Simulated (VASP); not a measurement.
Wanted: the native input for a VASP 6.6.1 run.

- Task: relaxation of cell and atoms
- Functional: PBE
- Potentials or basis: VASP PAW PBE potentials, release 64 (Li_sv, F_h)
- Cutoff: 910 eV
- k mesh: 14 × 14 × 14
- Occupations: gaussian, width 0.1 eV
- Spin: collinear spin
- Starting moments: [0.0, 0.74, 0.74, 0.74] μB
- Dipole correction: no
- Further INCAR settings: ALGO = Normal; EDIFF = 1e-07; IBRION = 2; EDIFFG = -0.01; NSW = 100; ISIF = 3

The structure of LiF3 lies in POSCAR:

```
LiF3
1.0
   -2.2159550695      2.2159550695      2.2159550695
    2.2159550695     -2.2159550695      2.2159550695
    2.2159550695      2.2159550695     -2.2159550695
Li F
1 3
Direct
    0.0000000000      0.0000000000      0.0000000000
    0.0000000000      0.5000000000      0.5000000000
    0.5000000000      0.0000000000      0.5000000000
    0.5000000000      0.5000000000      0.0000000000
```

The cell was generated, and may not be a known phase.

The input as run:

INCAR

```
ALGO     = Normal         # electronic algorithm
EDIFF    = 1E-7           # SCF threshold, eV
EDIFFG   = -0.01          # ionic threshold
ENCUT    = 910            # plane-wave cutoff, eV
GGA      = PE             # functional
GGA_COMPAT= F            
IBRION   = 2              # ionic algorithm
ISIF     = 3              # what is computed and relaxed
ISMEAR   = 0              # smearing method
ISPIN    = 2              # spin polarisation
LASPH    = T              # aspherical terms in the spheres
LCHARG   = F              # write CHGCAR
LORBIT   = 11             # projections on sites
LREAL    = F              # projectors in reciprocal space
LWAVE    = F              # write WAVECAR
MAGMOM   = 0 0.74 0.74 0.74 # initial moments
NELM     = 200            # most SCF steps
NELMIN   = 4            
NSW      = 100            # ionic steps
PREC     = Accurate       # precision mode
SIGMA    = 0.1            # smearing width, eV
```

KPOINTS

```
k-points
0
Gamma
  14 14 14
```

Potentials or basis: VASP PAW PBE potentials, release 64 (Li_sv, F_h).

Command:

```sh
$ cat potpaw_PBE.64/Li_sv/POTCAR potpaw_PBE.64/F_h/POTCAR > POTCAR
$ mpirun -np 1 vasp_std > vasp.out
```

Results of the run:

| Item | Value |
| --- | --- |
| Relaxed volume | 10.57 Å³/atom |
| Relaxed cell | a = 3.801 Å, b = 3.801 Å, c = 3.801 Å, α = 109.47°, β = 109.47°, γ = 109.47° |
| Space group after relaxing (to 0.1 Å) | Im-3m (No. 229) |
| Energy gained by relaxing | 1.7 meV/atom |
| Ionic steps | 3 |
| Pressure after relaxing | 0.0 GPa |
| Band gap on the k mesh | zero (filled and empty bands overlap) |
| Net moment | 2.00 μB per cell |
| Site moments | Li -0.00; F +0.51 μB |
| Valence electrons inside the program's atomic spheres | Li 2.02; F 4.41 |

Caveat: the cutoff is under 1.25 times the usual one of these potentials, so pressure, stress and relaxed cells hold a basis-set (Pulay) error.

Run time: 10 min on 1 thread of AMD EPYC 7R13 Processor (Zen 3) (shared host), peak memory 0.41 GiB.
